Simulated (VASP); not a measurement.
The system is Si2S3.

```
Si S
1.0
     4.07016    0.00000    0.00000
    -2.03508    3.52486    0.00000
     0.00000    0.00000    6.33251
Si S
2 3
Direct
  0.33333 0.66667 0.24500
  0.66667 0.33333 0.75500
  0.00000 0.00000 0.00000
  0.33333 0.66667 0.64500
  0.66667 0.33333 0.35500
```

```yaml
Program: VASP 6.6.1
Task: relaxation of cell and atoms
Functional: PBE
Potentials_or_basis: VASP PAW PBE potentials, release 64 (Si, S)
Cutoff: 600 eV
k_mesh: 6 × 6 × 4
Occupations: gaussian, width 0.1 eV
Spin: no spin polarisation
```

At the start: pressure -4.1 GPa; volume 18.17 Å³/atom.

Problem. Where does the relaxation end?

Solution. Over 34 steps the energy falls by 498.8 meV/atom and the volume is 18.28 Å³/atom (+0.6 %); space group P-3m1 (No. 164, to 0.1 Å) before and after.

Step by step:
```tsv
step	energy change (eV)	largest force (eV/Å)	pressure (GPa)	volume (Å³)
1	0.0000	0.3991	-4.08	90.85
2	-0.2215	0.7990	-0.11	84.86
3	-0.2725	1.2792	4.44	80.40
4	-0.4143	1.5915	5.51	79.53
5	-0.8844	2.4829	10.43	76.58
6	-1.0262	2.2245	29.42	69.44
7	-1.2469	2.6495	20.65	72.21
8	-1.2177	2.5341	23.52	71.24
9	-1.2710	2.4063	23.44	71.31
10	-1.3999	1.9711	23.22	71.50
11	-1.5160	1.1103	22.96	71.75
12	-1.6325	0.9591	20.91	72.53
13	-1.9221	0.6415	15.27	74.91
14	-2.2616	0.2918	6.13	79.81
15	-2.2046	1.1400	-5.44	90.21
16	-2.3388	0.6898	-0.08	84.52
17	-2.3397	0.6514	0.38	84.11
18	-2.3455	0.6148	0.36	84.23
19	-2.3610	0.5030	0.28	84.57
20	-2.3826	0.3508	0.15	85.27
21	-2.3894	0.6936	-0.05	86.68
22	-2.3922	0.5821	0.00	86.20
23	-2.4053	0.4996	-0.10	86.47
24	-2.4356	0.2517	-0.33	87.31
25	-2.4595	0.2310	-0.54	88.98
26	-2.4768	0.1112	0.57	88.77
27	-2.4796	0.0766	1.35	88.62
28	-2.4915	0.0535	0.47	90.48
29	-2.4923	0.0866	0.13	91.26
30	-2.4924	0.0815	0.17	91.14
31	-2.4924	0.0775	0.21	91.04
32	-2.4934	0.0726	-0.16	91.46
33	-2.4934	0.0762	-0.19	91.49
34	-2.4940	0.0318	0.00	91.40
```

Final structure:
```
Si S
1.0
     3.46584    0.00000    0.00000
    -1.73292    3.00151    0.00000
     0.00000    0.00000    8.78579
Si S
2 3
Direct
  0.33333 0.66667 0.16841
  0.66667 0.33333 0.83159
  0.00000 0.00000 0.00000
  0.33333 0.66667 0.69313
  0.66667 0.33333 0.30687
```

Caveat: a cell axis changed by over 15 % at a fixed basis, so the end point is rough; this functional lacks dispersion, which binds the layers, so the pressure and a relaxed spacing across them are unreliable.
